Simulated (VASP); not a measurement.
MnO (Manganosite): single point with PBE+U

The system is MnO (Manganosite).

```
CELL_PARAMETERS angstrom
0.00000 2.22300 2.22300
2.22300 0.00000 2.22300
2.22300 2.22300 0.00000
ATOMIC_POSITIONS crystal
Mn 0.00000 0.00000 0.00000
O 0.50000 0.50000 0.50000
```

* Program: VASP 6.6.1
* Task: single point
* Functional: PBE
* Potentials or basis: VASP PAW PBE potentials, release 64 (Mn_pv, O)
* Cutoff: 520 eV
* k mesh: 5 × 5 × 5
* Occupations: gaussian, width 0.05 eV
* Spin: collinear spin, ferromagnetic start
* Starting moments: [5.0, 0.0] μB
* Hubbard terms: Mn d U = 3.9 eV
* Dipole correction: no
* Further INCAR settings: ALGO = Normal; EDIFF = 1e-06; NBANDS = 20

```json
{"Pressure": "7.6 GPa", "Band gap on the k mesh": "0.39 eV, indirect (least direct gap 2.69 eV)", "Net moment": "5.00 μB per cell", "Site moments": "Mn +4.62; O +0.16 μB", "Valence electrons inside the program's atomic spheres": "Mn 11.35; O 5.01"}
```

Levels at points of the mesh, in eV from the valence-band top:
Spin up:
| k point | band 8 | band 9 | band 10 | band 11 | band 12 | band 13 | band 14 | band 15 | band 16 | band 17 |
| --- | --- | --- | --- | --- | --- | --- | --- | --- | --- | --- |
| (0.00, 0.00, 0.00) | -3.67 | -3.67 | -2.61 | -2.61 | -2.61 | 0.39 | 14.79 | 16.52 | 16.52 | 16.52 |
Spin down:
```
           k point  band 5  band 6  band 7  band 8  band 9  band 10
(0.00, 0.00, 0.00)   -2.30   -2.30   -2.30    1.76    3.36     3.36
```

Eigenvalues of the final occupation matrices:
```csv
site,spin,trace,eigenvalues
site 1 d,1,4.78,0.94 0.94 0.94 0.98 0.98
site 1 d,2,0.20,0.02 0.02 0.02 0.07 0.07
```

Run time: 5.2 s on 1 thread of Intel(R) Xeon(R) 6975P-C (Granite Rapids) (shared host), peak memory 0.14 GiB.

Caveat: the k points lie up to 0.49 Å⁻¹ apart; a cell with one magnetic atom can't hold antiferromagnetic order, which such compounds often take. A k mesh can miss the band edges.
